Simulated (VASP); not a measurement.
# Ag (P6_3/mmc) in VASP: notebook

The runs below take Ag through single point, with PBEsol.

Everything below comes from runs of VASP 6.6.1. Logs are shortened: lines on timing, memory, paths and dates and some standing lists are left out, and cuts for length are marked.

**1. The cell of the first run**

It takes space group P6_3/mmc (No. 194, hexagonal). Conventional cell: a = 2.930 Å, b = 2.930 Å, c = 4.790 Å, α = 90.00°, β = 90.00°, γ = 120.00°. Ag (site symmetry -6m2) has 12 Ag at 2.93 Å within 3.9 Å.

**2. Single point, PBEsol**

Input file INCAR:

```
PREC = Accurate
ENCUT = 520
EDIFF = 1E-7
ISMEAR = 1
SIGMA = 0.1
LREAL = F
LASPH = T
NELM = 60
ALGO = Normal
ISIF = 2
LWAVE = F
LCHARG = F
GGA = PS
NBANDS = 18
```

Input file KPOINTS:

```
Automatic mesh
0
Gamma
  11 11 6
```

Input file POSCAR:

```
Ag
1.0
    2.9300000000      0.0000000000      0.0000000000
   -1.4650000000      2.5374544300      0.0000000000
    0.0000000000      0.0000000000      4.7900000000
Ag
2
Direct
    0.3333333333      0.6666666667      0.2500000000
    0.6666666667      0.3333333333      0.7500000000
```

Potentials or basis: VASP PAW PBE potentials, release 64 (Ag).

Launch:

```sh
$ cat potpaw_PBE.64/Ag/POTCAR > POTCAR
$ mpirun -np 1 vasp_std > vasp.out
```

OUTCAR:

```text
PREC = Accurate
   ENCUT = 520
   EDIFF = 1E-7
   ISMEAR = 1
   LREAL = F
   LASPH = T
   NELM = 60
   ISIF = 2
   GGA = PS

 ion  position               nearest neighbor table
   1  0.333  0.667  0.250-   2 2.93   2 2.93   2 2.93   2 2.93   2 2.93   2 2.93
   2  0.667  0.333  0.750-   1 2.93   1 2.93   1 2.93   1 2.93   1 2.93   1 2.93

  LATTYP: Found a hexagonal cell.
 ALAT       =     2.9300000000
 C/A-ratio  =     1.6348122867

  Lattice vectors:

 A1 = (   2.9300000000,   0.0000000000,   0.0000000000)
 A2 = (  -1.4650000000,   2.5374544300,   0.0000000000)
 A3 = (   0.0000000000,   0.0000000000,   4.7900000000)

Analysis of symmetry for initial positions (statically):
=====================================================================
 Subroutine PRICEL returns:
 Original cell was already a primitive cell.

 Routine SETGRP: Setting up the symmetry group for a
 hexagonal supercell.

 Subroutine GETGRP returns: Found 24 space group operations
 (whereof 12 operations were pure point group operations)
 out of a pool of 24 trial point group operations.

The static configuration has the point symmetry D_3d.
 The point group associated with its full space group is D_6h.

Analysis of symmetry for dynamics (positions and initial velocities):
=====================================================================
 Subroutine PRICEL returns:
 Original cell was already a primitive cell.

 Routine SETGRP: Setting up the symmetry group for a
 hexagonal supercell.

 Subroutine GETGRP returns: Found 24 space group operations
 (whereof 12 operations were pure point group operations)
 out of a pool of 24 trial point group operations.

The dynamic configuration has the point symmetry D_3d.
 The point group associated with its full space group is D_6h.

 Subroutine INISYM returns: Found 24 space group operations
 (whereof 12 operations are pure point group operations),
 and found     1 'primitive' translations

----------------------------------------------------------------------------------------

                                     Primitive cell

  volume of cell :      35.6124

  direct lattice vectors                    reciprocal lattice vectors
     2.930000000  0.000000000  0.000000000     0.341296928  0.197047874  0.000000000
    -1.465000000  2.537454430  0.000000000     0.000000000  0.394095747  0.000000000
     0.000000000  0.000000000  4.790000000     0.000000000  0.000000000  0.208768267

  length of vectors
     2.930000000  2.929999997  4.790000000     0.394095747  0.394095747  0.208768267

  position of ions in fractional coordinates (direct lattice)
     0.333333333  0.666666667  0.250000000
     0.666666667  0.333333333  0.750000000

  ion indices of the primitive-cell ions
   primitive index   ion index
                 1           1
                 2           2

----------------------------------------------------------------------------------------

 KPOINTS: Automatic mesh

Automatic generation of k-mesh.
 Grid dimensions read from file:
 generate k-points for:   11   11    6

 Generating k-lattice:

  Cartesian coordinates                     Fractional coordinates (reciprocal lattice)
     0.031026993  0.017913443  0.000000000     0.090909091  0.000000000  0.000000000
     0.000000000  0.035826886  0.000000000     0.000000000  0.090909091  0.000000000
     0.000000000  0.000000000  0.034794711     0.000000000  0.000000000  0.166666667

  Length of vectors
     0.035826886  0.035826886  0.034794711

  Shift w.r.t. Gamma in fractional coordinates (k-lattice)
     0.000000000  0.000000000  0.000000000

 Subroutine IBZKPT returns following result:
 ===========================================

 Found     64 irreducible k-points:

 Following reciprocal coordinates:
            Coordinates               Weight
  0.000000  0.000000  0.000000      1.000000
  0.090909  0.000000  0.000000      6.000000
  0.181818  0.000000  0.000000      6.000000
  0.272727  0.000000  0.000000      6.000000
  0.363636  0.000000  0.000000      6.000000
  0.454545  0.000000  0.000000      6.000000
[... 16 lines left out ...]
  0.090909  0.090909  0.166667     12.000000
  0.181818  0.090909  0.166667     24.000000
 [... further k-points ...]
   k-points           NKPTS =     64   k-points in BZ     NKDIM =     64   number of bands    NBANDS=     18
   number of dos      NEDOS =    301   number of ions     NIONS =      2
   total plane-waves  NPLWV =  20736
   dimension x,y,z NGX =    24 NGY =   24 NGZ =   36
   dimension x,y,z NGXF=    48 NGYF=   48 NGZF=   72
   ions per type =               2
   NGX,Y,Z   is equivalent  to a cutoff of  13.62, 13.62, 12.49 a.u.
   NGXF,Y,Z  is equivalent  to a cutoff of  27.23, 27.23, 24.99 a.u.
 SYSTEM =  unknown system
   PREC   = accura    normal or accurate (medium, high low for compatibility)
   ISTART =      0    job   : 0-new  1-cont  2-samecut
   ICHARG =      2    charge: 1-file 2-atom 10-const
   ISPIN  =      1    spin polarized calculation?
   LNONCOLLINEAR =      F non collinear calculations
   LSORBIT =      F    spin-orbit coupling
   LASPH  =      T    aspherical Exc in radial PAW
   ENCUT  =  520.0 eV  38.22 Ry    6.18 a.u.   5.45  5.45  8.91*2*pi/ulx,y,z
   NELM   =     60;   NELMIN=  2; NELMDL= -5     # of ELM steps
   EDIFF  = 0.1E-06   stopping-criterion for ELM
   LREAL  =      F    real-space projection
   EDIFFG = 0.1E-05   stopping-criterion for IOM
   NSW    =      0    number of steps for IOM
   IBRION =     -1    ionic relax: 0-MD 1-quasi-New 2-CG
   NFREE  =      0    steps in history (QN), initial steepest desc. (CG)
   ISIF   =      2    stress and relaxation
   ISYM   =      2    0-nonsym 1-usesym 2-fastsym
   POTIM  = 0.5000    time-step for ionic-motion
   TEBEG  =    0.0;   TEEND  =   0.0 temperature during run
   PSTRESS=    0.0 pullay stress
   NELECT =      22.0000    total number of electrons
   NUPDOWN=      -1.0000    fix difference up-down
   EMIN   =  10.00;   EMAX   =-10.00  energy-range for DOS
   EFERMI =   0.00;   METHOD = LEGACY
   ISMEAR =     1;   SIGMA  =   0.10  broadening in eV -4-tet -1-fermi 0-gaus
   EFERMI_NEDOS =   21; number of points for ismear=-14 and -15
   IALGO  =     38    algorithm
   IMIX   =      4    mixing-type and parameters
     AMIX     =   0.40;   BMIX     =  1.00
[... 22 lines left out ...]
  ---------------------------------------------------
  ext. energy  EPLUGINS =         0.00000000
  ---------------------------------------------------
  free energy    TOTEN  =        -6.55330606 eV

  energy without entropy =       -6.55222409  energy(sigma->0) =       -6.55294540

 E-fermi :   7.7497     XC(G=0): -12.1549

 val. band max:        7.7404019094   @ k =   0.1818   0.1818   0.3333
 cond. band min:       7.7856195922   @ k =   0.1818   0.0000   0.1667
 fundamental gap:      0.0452176828
 Fermi energy:         7.7496978493

 k-point     1 :       0.0000    0.0000    0.0000
  band No.  band energies     occupation
      1       0.1283      2.00000
      2       1.5131      2.00000
      3       3.0144      2.00000
      4       3.1060      2.00000
      5       3.1060      2.00000
      6       3.3270      2.00000
[... 10 lines left out ...]
     17      25.3706      0.00000
     18      25.3706      0.00000

 k-point     2 :       0.0909    0.0000    0.0000
  band No.  band energies     occupation
      1       0.3485      2.00000
      2       1.6379      2.00000
      3       2.8958      2.00000
      4       3.2118      2.00000
      5       3.2196      2.00000
      6       3.2944      2.00000
[... 10 lines left out ...]
     17      25.2039      0.00000
     18      26.0860      0.00000

 k-point     3 :       0.1818    0.0000    0.0000
  band No.  band energies     occupation
      1       0.9500      2.00000
      2       1.9009      2.00000
      3       2.7563      2.00000
      4       3.1449      2.00000
      5       3.1642      2.00000
      6       3.4419      2.00000
[... 10 lines left out ...]
     17      24.5514      0.00000
     18      25.4823      0.00000

 k-point     4 :       0.2727    0.0000    0.0000
  band No.  band energies     occupation
      1       1.6244      2.00000
      2       1.9469      2.00000
      3       2.5975      2.00000
      4       2.9497      2.00000
      5       3.1819      2.00000
      6       3.2638      2.00000
[... 10 lines left out ...]
     17      22.6628      0.00000
     18      24.2236      0.00000

 k-point     5 :       0.3636    0.0000    0.0000
  band No.  band energies     occupation
      1       1.7247      2.00000
      2       1.9194      2.00000
      3       2.1752      2.00000
      4       3.1166      2.00000
      5       3.3533      2.00000
      6       3.4274      2.00000
[... 10 lines left out ...]
     17      19.9097      0.00000
     18      23.8484      0.00000

 k-point     6 :       0.4545    0.0000    0.0000
  band No.  band energies     occupation
      1       1.6064      2.00000
      2       1.9048      2.00000
      3       1.9545      2.00000
      4       3.0346      2.00000
      5       3.3409      2.00000
      6       3.4946      2.00000
[... 10 lines left out ...]
     17      18.1395      0.00000
     18      23.3335      0.00000

 k-point     7 :       0.0909    0.0909    0.0000
  band No.  band energies     occupation
      1       0.7647      2.00000
      2       1.8471      2.00000
      3       2.7495      2.00000
      4       3.2162      2.00000
      5       3.3341      2.00000
      6       3.3474      2.00000
[... 10 lines left out ...]
     17      25.4092      0.00000
     18      25.4195      0.00000

 k-point     8 :       0.1818    0.0909    0.0000
  band No.  band energies     occupation
      1       1.4596      2.00000
      2       2.0634      2.00000
      3       2.6506      2.00000
      4       2.8251      2.00000
      5       3.1648      2.00000
      6       3.2376      2.00000
[... 10 lines left out ...]
     17      24.2239      0.00000
     18      24.7086      0.00000
[... 229 lines left out ...]
     17      23.8468      0.00000
     18      24.8754      0.00000

 k-point    20 :       0.2727    0.0000    0.1667
  band No.  band energies     occupation
      1       1.6571      2.00000
      2       2.0164      2.00000
      3       2.6697      2.00000
      4       2.8194      2.00000
      5       3.1033      2.00000
      6       3.3151      2.00000
[... 10 lines left out ...]
     17      23.5183      0.00000
     18      24.4509      0.00000

 k-point    21 :       0.3636    0.0000    0.1667
  band No.  band energies     occupation
      1       1.6937      2.00000
      2       1.8397      2.00000
      3       2.4246      2.00000
      4       2.8264      2.00000
      5       3.2009      2.00000
      6       3.4150      2.00000
[... 10 lines left out ...]
     17      21.6061      0.00000
     18      23.9028      0.00000

 k-point    22 :       0.4545    0.0000    0.1667
  band No.  band energies     occupation
      1       1.6173      2.00000
      2       1.6750      2.00000
      3       2.2954      2.00000
      4       2.8238      2.00000
      5       3.1302      2.00000
      6       3.5779      2.00000
[... 10 lines left out ...]
     17      19.4166      0.00000
     18      23.4387      0.00000

 k-point    23 :       0.0909    0.0909    0.1667
  band No.  band energies     occupation
      1       0.9505      2.00000
      2       1.9067      2.00000
      3       2.7715      2.00000
      4       3.0699      2.00000
      5       3.1127      2.00000
      6       3.3177      2.00000
[... 10 lines left out ...]
     17      24.2615      0.00000
     18      25.5572      0.00000

 k-point    24 :       0.1818    0.0909    0.1667
  band No.  band energies     occupation
      1       1.5722      2.00000
      2       2.1315      2.00000
      3       2.6433      2.00000
      4       2.8144      2.00000
      5       3.0372      2.00000
      6       3.3407      2.00000
[... 10 lines left out ...]
     17      23.6213      0.00000
     18      25.1147      0.00000

 [... further k-points ...]

------------------------ aborting loop because EDIFF is reached ----------------------------------------

  FORCE on cell =-STRESS in cart. coord.  units (eV):
  Direction    XX          YY          ZZ          XY          YZ          ZX
  --------------------------------------------------------------------------------------
  -------------------------------------------------------------------------------------
  Total       -1.5667357     -1.5667357     -1.2961673      0.0000000      0.0000000      0.0000000
  in kB      -70.4863363    -70.4863361    -58.3136534      0.0000000      0.0000000      0.0000000
  external PRESSURE =     -66.4287753 kB  Pullay stress =       0.0000000 kB

 VOLUME and BASIS-vectors are now :
 -----------------------------------------------------------------------------
  energy-cutoff  :      520.00
  volume of cell :       35.61
      direct lattice vectors                 reciprocal lattice vectors
     2.930000000  0.000000000  0.000000000     0.341296928  0.197047874  0.000000000
    -1.465000000  2.537454430  0.000000000     0.000000000  0.394095747  0.000000000
     0.000000000  0.000000000  4.790000000     0.000000000  0.000000000  0.208768267

 POSITION                                       TOTAL-FORCE (eV/Angst)
 -----------------------------------------------------------------------------------
     -0.00000      1.69164      1.19750         0.000000      0.000000      0.000000
      1.46500      0.84582      3.59250        -0.000000     -0.000000      0.000000
 -----------------------------------------------------------------------------------
    total drift:                               -0.000000      0.000000     -0.000000

  FREE ENERGIE OF THE ION-ELECTRON SYSTEM (eV)
  ---------------------------------------------------
  free  energy   TOTEN  =        -6.5533060574 eV

  energy  without entropy=       -6.5522240852  energy(sigma->0) =       -6.55294540
```

Wall time 31 s (1 thread of AMD EPYC 7R13 (Zen 3), shared host); peak memory 0.14 GiB.

Results:

```
Free energy            : -6.5533 eV
Pressure               : -6.6 GPa
Band gap on the k mesh : zero (band 11 reaches 11.02 eV, above the bottom of band 12 at 4.31 eV)
```

Caveat: the PAW data sets were made with another functional, which shifts forces and pressure a little.

**3. Single point, PBEsol**

This run uses another cell than the first one, of 18.28 Å³/atom, 1.027 times its volume.

Input file INCAR:

```
PREC = Accurate
ENCUT = 520
EDIFF = 1E-6
ISMEAR = 1
SIGMA = 0.1
LREAL = False
LASPH = True
NELM = 100
ALGO = Normal
ISIF = 2
LWAVE = False
LCHARG = False
GGA = PS
NBANDS = 18
```

Input file KPOINTS:

```
regular mesh
0
Gamma
  11 11 6
```

Input file POSCAR:

```
Ag
1.0
    2.9558163082      0.0000000000      0.0000000000
   -1.4779081541      2.5598120087      0.0000000000
    0.0000000000      0.0000000000      4.8322048178
Ag
2
Direct
    0.3333333333      0.6666666667      0.2500000000
    0.6666666667      0.3333333333      0.7500000000
```

Potentials or basis: VASP PAW PBE potentials, release 64 (Ag).

Launch:

```sh
$ cat potpaw_PBE.64/Ag/POTCAR > POTCAR
$ mpirun -np 1 vasp_std > vasp.out
```

It took 28 s on 1 thread of AMD EPYC 7R13 (Zen 3), shared host; peak memory 0.14 GiB.

Results (log left out):

```
Free energy            : -6.5087 eV
Pressure               : -8.5 GPa
Band gap on the k mesh : zero (band 11 reaches 10.62 eV, above the bottom of band 12 at 4.00 eV)
```

Stress tensor (GPa, compression positive):
```
-8.97  0.00  0.00
 0.00 -8.97  0.00
 0.00  0.00 -7.66
```

Levels at points of the mesh, in eV from the Fermi level:
```csv
k point,band 7,band 8,band 9,band 10,band 11,band 12,band 13,band 14,band 15,band 16
"(0.00, 0.00, 0.00)",-4.35,-4.03,-4.03,-3.12,-3.12,-0.38,3.09,15.31,17.13,17.32
"(0.00, 0.00, 0.50)",-4.39,-4.39,-3.41,-3.41,-3.41,-3.41,10.47,10.47,15.65,15.65
```

Caveat: the PAW data sets were made with another functional, which shifts forces and pressure a little.

**4. Single point, PBEsol**

This run uses another cell than the first one, of 18.76 Å³/atom, 1.053 times its volume.

Input file INCAR:

```
SYSTEM = Ag
  ALGO = Normal
  EDIFF = 1E-6
  ENCUT = 520
  GGA = PS
  ISIF = 2
  ISMEAR = 1
  LASPH = .True.
  LCHARG = .True.
  LELF = .True.
  LREAL = .False.
  LVHAR = .True.
  LWAVE = .False.
  NBANDS = 18
  NELM = 100
  PREC = Accurate
  SIGMA = 0.1
```

Input file KPOINTS:

```
k-points
0
Gamma
  11 11 6
  0 0 0
```

Input file POSCAR:

```
Ag
1.0
    2.9811893630      0.0000000000      0.0000000000
   -1.4905946815      2.5817857187      0.0000000000
    0.0000000000      0.0000000000      4.8736849996
Ag
2
Direct
    0.3333333333      0.6666666667      0.2500000000
    0.6666666667      0.3333333333      0.7500000000
```

Launch:

```sh
$ cat potpaw_PBE.64/Ag/POTCAR > POTCAR
$ mpirun -np 1 vasp_std > vasp.out
```

Wall time 32 s (1 thread of AMD EPYC 7R13 (Zen 3), shared host); peak memory 0.14 GiB.

Results (log left out):

* Free energy: -6.4539 eV
* Pressure: -10.1 GPa
* Band gap on the k mesh: zero (band 11 reaches 10.25 eV, above the bottom of band 12 at 3.70 eV)

Stress tensor (GPa, compression positive):
```
-10.54   0.00   0.00
  0.00 -10.54   0.00
  0.00   0.00  -9.15
```

Levels at points of the mesh, in eV from the Fermi level:
| k point | band 7 | band 8 | band 9 | band 10 | band 11 | band 12 | band 13 | band 14 | band 15 | band 16 |
| --- | --- | --- | --- | --- | --- | --- | --- | --- | --- | --- |
| (0.00, 0.00, 0.00) | -4.28 | -3.97 | -3.97 | -3.11 | -3.11 | -0.31 | 2.96 | 15.23 | 17.01 | 17.02 |
| (0.00, 0.00, 0.50) | -4.30 | -4.30 | -3.38 | -3.38 | -3.38 | -3.38 | 10.28 | 10.28 | 15.56 | 15.56 |

Caveat: the PAW data sets were made with another functional, which shifts forces and pressure a little.

**5. Single point, PBEsol**

This run uses another cell than the first one, of 19.23 Å³/atom, 1.080 times its volume.

Input file INCAR:

```
ALGO = Normal
EDIFF = 1E-6
ENCUT = 520
GGA = PS
ISIF = 2
ISMEAR = 1
LASPH = True
LCHARG = False
LREAL = False
LWAVE = False
NBANDS = 18
NELM = 80
PREC = Accurate
SIGMA = 0.1
```

Input file KPOINTS:

```
k-points
0
Gamma
  11 11 6
```

Input file POSCAR:

```
Ag
1.0
    3.0061377143      0.0000000000      0.0000000000
   -1.5030688571      2.6033916247      0.0000000000
    0.0000000000      0.0000000000      4.9144708707
Ag
2
Direct
    0.3333333333      0.6666666667      0.2500000000
    0.6666666667      0.3333333333      0.7500000000
```

Launch:

```sh
$ cat potpaw_PBE.64/Ag/POTCAR > POTCAR
$ mpirun -np 1 vasp_std > vasp.out
```

It took 40 s on 1 thread of AMD EPYC 7R13 (Zen 3), shared host; peak memory 0.15 GiB.

It converged, with:

- Free energy: -6.3908 eV
- Pressure: -11.3 GPa
- Band gap on the k mesh: zero (band 11 reaches 9.90 eV, above the bottom of band 12 at 3.42 eV)

Stress tensor (GPa, compression positive):
```
-11.81   0.00   0.00
  0.00 -11.81   0.00
  0.00   0.00 -10.37
```

Levels at points of the mesh, in eV from the Fermi level:
```tsv
k point	band 7	band 8	band 9	band 10	band 11	band 12	band 13	band 14	band 15	band 16
(0.00, 0.00, 0.00)	-4.21	-3.91	-3.91	-3.09	-3.09	-0.24	2.84	15.15	16.74	16.74
(0.00, 0.00, 0.50)	-4.21	-4.21	-3.35	-3.35	-3.35	-3.35	10.10	10.10	15.46	15.46
```

Caveat: the PAW data sets were made with another functional, which shifts forces and pressure a little.

**6. Summary**

```tsv
cell	gap on the mesh (eV)	pressure (GPa)
a = 2.930, b = 2.930, c = 4.790 Å, angles 90.0, 90.0, 120.0°, 2 atoms	none	-6.6
a = 2.956, b = 2.956, c = 4.832 Å, angles 90.0, 90.0, 120.0°, 2 atoms	none	-8.5
a = 2.981, b = 2.981, c = 4.874 Å, angles 90.0, 90.0, 120.0°, 2 atoms	none	-10.1
a = 3.006, b = 3.006, c = 4.914 Å, angles 90.0, 90.0, 120.0°, 2 atoms	none	-11.3
```

Alike in all rows: task single point; level PBEsol; potentials or basis VASP PAW PBE potentials, release 64 (Ag); no spin polarisation; k mesh 11 × 11 × 6; cutoff (eV) 520; smearing methfessel-paxton 0.1 eV.

Caveats: the PAW data sets were made with another functional, which shifts forces and pressure a little.

Total energies depend on the potentials used, so only differences within one code and one set of settings carry meaning.
